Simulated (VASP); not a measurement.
# Si (Fd-3m) in VASP: notebook

The runs below take Si through single point, relaxation of cell and atoms, with r2SCAN.

All numbers are computed with VASP 6.6.1; they aren't measurements. Logs are shortened: lines on timing, memory, paths and dates and some standing lists are left out, and cuts for length are marked.

### Step 1. The cell of the first run

It takes space group Fd-3m (No. 227, cubic). The conventional cell has a = 5.445 Å, b = 5.445 Å, c = 5.445 Å, α = 90.00°, β = 90.00°, γ = 90.00°. Within 3.1 Å of Si (site symmetry -43m) lie 4 Si at 2.36 Å.

### Step 2. Single point, r2SCAN

Contents of POSCAR:

```
Si
1.0
    0.0000000000      2.7227277379      2.7227277379
    2.7227277379      0.0000000000      2.7227277379
    2.7227277379      2.7227277379      0.0000000000
Si
2
Direct
    0.5000000000      0.5000000000      0.5000000000
    0.7500000000      0.7500000000      0.7500000000
```

Contents of INCAR.step1:

```
  PREC = Accurate
  ENCUT = 520
  ISMEAR = -1
  SIGMA = 0.05
  LREAL = False
  LASPH = True
  NELM = 60
  NBANDS = 11
  GGA = PE
  ALGO = Normal
  EDIFF = 1E-4
  LWAVE = True
  LCHARG = False
```

Contents of INCAR.step2:

```
  PREC = Accurate
  ENCUT = 520
  EDIFF = 1E-6
  ISMEAR = -1
  SIGMA = 0.05
  LREAL = False
  LASPH = True
  NELM = 60
  ALGO = Normal
  ISIF = 2
  LWAVE = False
  LCHARG = False
  METAGGA = R2SCAN
  LMIXTAU = True
  NBANDS = 11
  ISTART = 1
```

Contents of KPOINTS:

```
regular mesh
0
Gamma
  6 6 6
```

Potentials or basis: VASP PAW PBE potentials, release 64 (Si).

The run is started by

```
> cat potpaw_PBE.64/Si/POTCAR > POTCAR
> cp INCAR.step1 INCAR
> mpirun -np 1 vasp_std > vasp.out
> cp INCAR.step2 INCAR
> mpirun -np 1 vasp_std > vasp.out
```

OUTCAR:

```text
PREC = Accurate
   ENCUT = 520
   EDIFF = 1E-6
   ISMEAR = -1
   LREAL = False
   LASPH = True
   NELM = 60
   ISIF = 2
   METAGGA = R2SCAN
   ISTART = 1

 ion  position               nearest neighbor table
   1  0.500  0.500  0.500-   2 2.36   2 2.36   2 2.36   2 2.36
   2  0.750  0.750  0.750-   1 2.36   1 2.36   1 2.36   1 2.36

  LATTYP: Found a face centered cubic cell.
 ALAT       =     5.4454554758

  Lattice vectors:

 A1 = (   0.0000000000,   2.7227277379,   2.7227277379)
 A2 = (   2.7227277379,   0.0000000000,   2.7227277379)
 A3 = (   2.7227277379,   2.7227277379,   0.0000000000)

Analysis of symmetry for initial positions (statically):
=====================================================================
 Subroutine PRICEL returns:
 Original cell was already a primitive cell.

 Routine SETGRP: Setting up the symmetry group for a
 face centered cubic supercell.

 Subroutine GETGRP returns: Found 48 space group operations
 (whereof 24 operations were pure point group operations)
 out of a pool of 48 trial point group operations.

The static configuration has the point symmetry T_d .
 The point group associated with its full space group is O_h .

Analysis of symmetry for dynamics (positions and initial velocities):
=====================================================================
 Subroutine PRICEL returns:
 Original cell was already a primitive cell.

 Routine SETGRP: Setting up the symmetry group for a
 face centered cubic supercell.

 Subroutine GETGRP returns: Found 48 space group operations
 (whereof 24 operations were pure point group operations)
 out of a pool of 48 trial point group operations.

The dynamic configuration has the point symmetry T_d .
 The point group associated with its full space group is O_h .

 Subroutine INISYM returns: Found 48 space group operations
 (whereof 24 operations are pure point group operations),
 and found     1 'primitive' translations

----------------------------------------------------------------------------------------

                                     Primitive cell

  volume of cell :      40.3685

  direct lattice vectors                    reciprocal lattice vectors
     0.000000000  2.722727738  2.722727738    -0.183639368  0.183639368  0.183639368
     2.722727738  0.000000000  2.722727738     0.183639368 -0.183639368  0.183639368
     2.722727738  2.722727738  0.000000000     0.183639368  0.183639368 -0.183639368

  length of vectors
     3.850518494  3.850518494  3.850518494     0.318072715  0.318072715  0.318072715

  position of ions in fractional coordinates (direct lattice)
[... 80 lines left out ...]
   PSTRESS=    0.0 pullay stress
   NELECT =       8.0000    total number of electrons
   NUPDOWN=      -1.0000    fix difference up-down
   EMIN   =  10.00;   EMAX   =-10.00  energy-range for DOS
   EFERMI =   0.00;   METHOD = LEGACY
   ISMEAR =    -1;   SIGMA  =   0.05  broadening in eV -4-tet -1-fermi 0-gaus
   EFERMI_NEDOS =   21; number of points for ismear=-14 and -15
   IALGO  =     38    algorithm
   IMIX   =      4    mixing-type and parameters
     AMIX     =   0.40;   BMIX     =  1.00
     AMIX_MAG =   1.60;   BMIX_MAG =  1.00
  volume/ion in A,a.u.               =      20.18       136.21
  Fermi-wavevector in a.u.,A,eV,Ry     =   0.954459  1.803666 12.394798  0.910992
  Thomas-Fermi vector in A             =   2.083208
   LORBIT       =      0    0 simple, 1 ext, 2 COOP (PROOUT), +10 PAW based schemes
   METAGGA = R2SCAN    functional components
   LHFCALC =     F    Hartree Fock is set to
   AEXX    =    0.0000 exact exchange contribution
   IVDW    =     0    specifies the selected vdW correction
   LEPSILON=     F    determine dielectric tensor
   LRPA    =     F    only Hartree local field effects (RPA)
 non-spin polarized calculation
  energy-cutoff  :      520.00
  volume of cell :       40.37
 maximum number of plane-waves:      1106
 NGX is ok and might be reduce to    30
   NGX = 15   NGY = 15   NGZ = 15

 number of electron       8.0000001 magnetization

 Free energy of the ion-electron system (eV)
  ---------------------------------------------------
  ext. energy  EPLUGINS =         0.00000000
  ---------------------------------------------------
  free energy    TOTEN  =       -17.52893280 eV

  energy without entropy =      -17.52892775  energy(sigma->0) =      -17.52893027

 E-fermi :   6.0939     XC(G=0):  -9.8188

 val. band max:        5.6615747587   @ k =   0.0000   0.0000   0.0000
 cond. band min:       6.5947993594   @ k =   0.5000   0.5000   0.0000
 fundamental gap:      0.9332246007
 Fermi energy:         6.0939180423

 k-point     1 :       0.0000    0.0000    0.0000
  band No.  band energies     occupation
      1      -6.8069      2.00000
      2       5.6616      1.99965
      3       5.6616      1.99965
      4       5.6616      1.99965
      5       8.4147      0.00000
      6       8.4147      0.00000
      7       8.4147      0.00000
      8       9.5517      0.00000
      9      13.7808      0.00000
     10      13.7808      0.00000
     11      14.3214      0.00000
[... 197 lines left out ...]
 k-point    16 :      -0.3333    0.5000    0.1667
  band No.  band energies     occupation
      1      -2.3459      2.00000
      2      -2.3459      2.00000
      3       1.8810      2.00000
      4       1.8810      2.00000
      5       8.6892      0.00000
      6       8.6892      0.00000
      7      12.8918      0.00000
      8      12.8918      0.00000
      9      16.8940      0.00000
     10      16.8940      0.00000
     11      19.3950      0.00000

------------------------ aborting loop because EDIFF is reached ----------------------------------------

  FORCE on cell =-STRESS in cart. coord.  units (eV):
  Direction    XX          YY          ZZ          XY          YZ          ZX
  --------------------------------------------------------------------------------------
  -------------------------------------------------------------------------------------
  Total       -0.0596431     -0.0596431     -0.0596431      0.0000000     -0.0000000      0.0000000
  in kB       -2.3671616     -2.3671616     -2.3671616      0.0000000     -0.0000000      0.0000000
  external PRESSURE =      -2.3671616 kB  Pullay stress =       0.0000000 kB

 VOLUME and BASIS-vectors are now :
 -----------------------------------------------------------------------------
  energy-cutoff  :      520.00
  volume of cell :       40.37
      direct lattice vectors                 reciprocal lattice vectors
     0.000000000  2.722727738  2.722727738    -0.183639368  0.183639368  0.183639368
     2.722727738  0.000000000  2.722727738     0.183639368 -0.183639368  0.183639368
     2.722727738  2.722727738  0.000000000     0.183639368  0.183639368 -0.183639368

 POSITION                                       TOTAL-FORCE (eV/Angst)
 -----------------------------------------------------------------------------------
      2.72273      2.72273      2.72273         0.000000      0.000000      0.000000
      4.08409      4.08409      4.08409        -0.000000     -0.000000     -0.000000
 -----------------------------------------------------------------------------------
    total drift:                                0.000000     -0.000000     -0.000000

  FREE ENERGIE OF THE ION-ELECTRON SYSTEM (eV)
  ---------------------------------------------------
  free  energy   TOTEN  =       -17.5289327967 eV

  energy  without entropy=      -17.5289277456  energy(sigma->0) =      -17.52893027
```

OUTCAR.step1:

```text
PREC = Accurate
   ENCUT = 520
   ISMEAR = -1
   LREAL = False
   LASPH = True
[... 436 lines left out ...]
      2.72273      2.72273      2.72273        -0.000000     -0.000000     -0.000000
      4.08409      4.08409      4.08409         0.000000      0.000000      0.000000
 -----------------------------------------------------------------------------------
    total drift:                                0.000000     -0.000000     -0.000000

  FREE ENERGIE OF THE ION-ELECTRON SYSTEM (eV)
  ---------------------------------------------------
  free  energy   TOTEN  =       -10.8242456581 eV

  energy  without entropy=      -10.8242142754  energy(sigma->0) =      -10.82422997
```

Wall time 42 s (1 thread of Intel Xeon Platinum 8259CL at 2.50GHz (Skylake/Cascade Lake), shared host); peak memory 0.16 GiB.

Results:

```yaml
Free_energy: -17.5289 eV
Pressure: -0.2 GPa
Band_gap_on_the_k_mesh: 0.93 eV, indirect (least direct gap 2.75 eV)
```

Caveat: the PAW data sets were made with another functional, which shifts forces and pressure a little. A k mesh can miss the band edges.

### Step 3. Single point, r2SCAN

POSCAR is that of step 2.

Contents of INCAR.step1:

```
SYSTEM = Si
  ALGO = Normal
  EDIFF = 1E-4
  ENCUT = 520
  GGA = PE
  ISMEAR = -1
  LASPH = .True.
  LCHARG = .False.
  LREAL = .False.
  LWAVE = .True.
  NBANDS = 11
  NELM = 80
  PREC = Accurate
  SIGMA = 0.05
```

Contents of INCAR.step2:

```
SYSTEM = Si
  ALGO = Normal
  EDIFF = 1E-7
  ENCUT = 520
  ISIF = 2
  ISMEAR = -1
  ISTART = 1
  LASPH = .True.
  LCHARG = .True.
  LELF = .True.
  LMIXTAU = .True.
  LREAL = .False.
  LVHAR = .True.
  LWAVE = .False.
  METAGGA = R2SCAN
  NBANDS = 11
  NELM = 80
  PREC = Accurate
  SIGMA = 0.05
```

Contents of KPOINTS:

```
k-points
0
Gamma
  9 9 9
  0 0 0
```

Potentials or basis: VASP PAW PBE potentials, release 64 (Si).

The run is started by

```
> cat potpaw_PBE.64/Si/POTCAR > POTCAR
> cp INCAR.step1 INCAR
> mpirun -np 1 vasp_std > vasp.out
> cp INCAR.step2 INCAR
> mpirun -np 1 vasp_std > vasp.out
```

Wall time 93 s (1 thread of Intel Xeon Platinum 8259CL at 2.50GHz (Skylake/Cascade Lake), shared host); peak memory 0.16 GiB.

The run converged. Its results:

```
Free energy            : -17.5490 eV
Pressure               : -0.3 GPa
Band gap on the k mesh : 0.80 eV, indirect (least direct gap 2.75 eV)
```

Levels at points of the mesh, in eV from the valence-band top:
```tsv
k point	band 1	band 2	band 3	band 4	band 5	band 6	band 7	band 8
(0.00, 0.00, 0.00)	-12.47	0.00	0.00	0.00	2.75	2.75	2.75	3.89
```

Caveat: the PAW data sets were made with another functional, which shifts forces and pressure a little.

### Step 4. Relaxation of cell and atoms, r2SCAN

This run uses another cell than the first one, of 20.02 Å³/atom, 0.992 times its volume.

Contents of POSCAR:

```
Si
1.0
    0.0000000000      2.7153500000      2.7153500000
    2.7153500000      0.0000000000      2.7153500000
    2.7153500000      2.7153500000      0.0000000000
Si
2
Direct
    0.5000000000      0.5000000000      0.5000000000
    0.7500000000      0.7500000000      0.7500000000
```

Contents of INCAR.step1:

```
SYSTEM = Si
PREC = Accurate
ENCUT = 600
ISMEAR = -1
SIGMA = 0.05
LREAL = .False.
LASPH = .True.
NELM = 100
GGA = PE
ALGO = Normal
EDIFF = 1E-4
LWAVE = .True.
LCHARG = .False.
```

Contents of INCAR.step2:

```
SYSTEM = Si
PREC = Accurate
ENCUT = 600
EDIFF = 1E-7
ISMEAR = -1
SIGMA = 0.05
LREAL = .False.
LASPH = .True.
NELM = 100
ALGO = Normal
ISIF = 3
LWAVE = .False.
LCHARG = .False.
METAGGA = R2SCAN
LMIXTAU = .True.
IBRION = 2
NSW = 80
EDIFFG = -0.01
ISTART = 1
```

Contents of KPOINTS:

```
Automatic mesh
0
Gamma
  6 6 6
  0 0 0
```

Potentials or basis: VASP PAW PBE potentials, release 64 (Si).

The run is started by

```
> cat potpaw_PBE.64/Si/POTCAR > POTCAR
> cp INCAR.step1 INCAR
> mpirun -np 1 vasp_std > vasp.out
> cp INCAR.step2 INCAR
> mpirun -np 1 vasp_std > vasp.out
```

OUTCAR:

```text
SYSTEM = Si
   PREC = Accurate
   ENCUT = 600
   EDIFF = 1E-7
   ISMEAR = -1
   LREAL = .False.
   LASPH = .True.
   NELM = 100
   ISIF = 3
   METAGGA = R2SCAN
   IBRION = 2
   NSW = 80
   EDIFFG = -0.01
   ISTART = 1

 ion  position               nearest neighbor table
   1  0.500  0.500  0.500-   2 2.35   2 2.35   2 2.35   2 2.35
   2  0.750  0.750  0.750-   1 2.35   1 2.35   1 2.35   1 2.35

  LATTYP: Found a face centered cubic cell.
 ALAT       =     5.4307000000

  Lattice vectors:

 A1 = (   0.0000000000,   2.7153500000,   2.7153500000)
 A2 = (   2.7153500000,   0.0000000000,   2.7153500000)
 A3 = (   2.7153500000,   2.7153500000,   0.0000000000)

Analysis of symmetry for initial positions (statically):
=====================================================================
 Subroutine PRICEL returns:
 Original cell was already a primitive cell.

 Routine SETGRP: Setting up the symmetry group for a
 face centered cubic supercell.

 Subroutine GETGRP returns: Found 48 space group operations
 (whereof 24 operations were pure point group operations)
 out of a pool of 48 trial point group operations.

The static configuration has the point symmetry T_d .
[... 146 lines left out ...]

 number of electron       7.9999999 magnetization

 Free energy of the ion-electron system (eV)
  ---------------------------------------------------
  ext. energy  EPLUGINS =         0.00000000
  ---------------------------------------------------
  free energy    TOTEN  =       -17.52829184 eV

  energy without entropy =      -17.52828614  energy(sigma->0) =      -17.52828899

------------------------ aborting loop because EDIFF is reached ----------------------------------------

  FORCE on cell =-STRESS in cart. coord.  units (eV):
  Direction    XX          YY          ZZ          XY          YZ          ZX
  --------------------------------------------------------------------------------------
  -------------------------------------------------------------------------------------
  Total        0.1411459      0.1411459      0.1411459      0.0000000      0.0000000      0.0000000
  in kB        5.6476963      5.6476963      5.6476963      0.0000000      0.0000000      0.0000000
  external PRESSURE =       5.6476963 kB  Pullay stress =       0.0000000 kB
[... 59 lines left out ...]
--------------------------------------- Ionic step        3  -------------------------------------------

 number of electron       8.0000000 magnetization

 Free energy of the ion-electron system (eV)
  ---------------------------------------------------
  ext. energy  EPLUGINS =         0.00000000
  ---------------------------------------------------
  free energy    TOTEN  =       -17.52868820 eV

  energy without entropy =      -17.52868296  energy(sigma->0) =      -17.52868558

 E-fermi :   6.1170     XC(G=0):  -9.8289

 val. band max:        5.6866540128   @ k =   0.0000   0.0000   0.0000
 cond. band min:       6.6151472376   @ k =   0.5000   0.5000   0.0000
 fundamental gap:      0.9284932248
 Fermi energy:         6.1169568147

 k-point     1 :       0.0000    0.0000    0.0000
  band No.  band energies     occupation
      1      -6.7995      2.00000
      2       5.6867      1.99963
      3       5.6867      1.99963
      4       5.6867      1.99963
      5       8.4409      0.00000
      6       8.4409      0.00000
      7       8.4409      0.00000
      8       9.6073      0.00000
[... 192 lines left out ...]
  FREE ENERGIE OF THE ION-ELECTRON SYSTEM (eV)
  ---------------------------------------------------
  free  energy   TOTEN  =       -17.5286881972 eV

  energy  without entropy=      -17.5286829566  energy(sigma->0) =      -17.52868558

 reached required accuracy - stopping structural energy minimisation
```

OUTCAR.step1:

```text
SYSTEM = Si
   PREC = Accurate
   ENCUT = 600
   ISMEAR = -1
   LREAL = .False.
   LASPH = .True.
[... 388 lines left out ...]
      2.71535      2.71535      2.71535        -0.000000     -0.000000     -0.000000
      4.07302      4.07302      4.07302         0.000000      0.000000      0.000000
 -----------------------------------------------------------------------------------
    total drift:                               -0.000000     -0.000000     -0.000000

  FREE ENERGIE OF THE ION-ELECTRON SYSTEM (eV)
  ---------------------------------------------------
  free  energy   TOTEN  =       -10.8210535147 eV

  energy  without entropy=      -10.8210180706  energy(sigma->0) =      -10.82103579
```

Run time: 95 s. Hardware: 1 thread of Intel Xeon Platinum 8259CL at 2.50GHz (Skylake/Cascade Lake), shared host; peak memory 0.17 GiB.

What came out:

| Quantity | Value |
| --- | --- |
| Free energy | -17.5287 eV |
| Relaxed volume | 20.13 Å³/atom |
| Relaxed cell | a = 3.847 Å, b = 3.847 Å, c = 3.847 Å, α = 60.00°, β = 60.00°, γ = 60.00° |
| Space group after relaxing (to 0.05 Å) | Fd-3m (No. 227) |
| Energy gained by relaxing | 0.2 meV/atom |
| Ionic steps | 3 |
| Pressure after relaxing | 0.0 GPa |
| Band gap on the k mesh | 0.93 eV, indirect (least direct gap 2.75 eV) |

The path:
```
step  energy change (eV)  largest force (eV/Å)  pressure (GPa)  volume (Å³)
   1              0.0000                0.0000            0.56        40.04
   2             -0.0001                0.0000           -0.43        40.45
   3             -0.0004                0.0000            0.01        40.27
```

Final structure:
```yaml
crystal:
  lattice:
    - [0.00000, 2.72047, 2.72047]
    - [2.72047, 0.00000, 2.72047]
    - [2.72047, 2.72047, 0.00000]
  atoms:
    - { symbol: Si, position: [0.50000, 0.50000, 0.50000] }
    - { symbol: Si, position: [0.75000, 0.75000, 0.75000] }
```

Caveat: the PAW data sets were made with another functional, which shifts forces and pressure a little.

### Step 5. Summary

| task | cell | k mesh | cutoff (eV) | gap on the mesh (eV) | pressure (GPa) |
| --- | --- | --- | --- | --- | --- |
| single point | a = 3.851 Å, angles 60.0°, 2 atoms | 6 × 6 × 6 | 520 | 0.93 | -0.2 |
| single point | a = 3.851 Å, angles 60.0°, 2 atoms | 9 × 9 × 9 | 520 | 0.80 | -0.3 |
| relaxation of cell and atoms | relaxed from a = 3.840 Å, angles 60.0°, 2 atoms | 6 × 6 × 6 | 600 | 0.93 | 0.0 |

Alike in all rows: level r2SCAN; potentials or basis VASP PAW PBE potentials, release 64 (Si); no spin polarisation; smearing fermi-dirac 0.05 eV.

Caveats: the PAW data sets were made with another functional, which shifts forces and pressure a little.

Absolute energies hang on the potentials; compare differences alone.
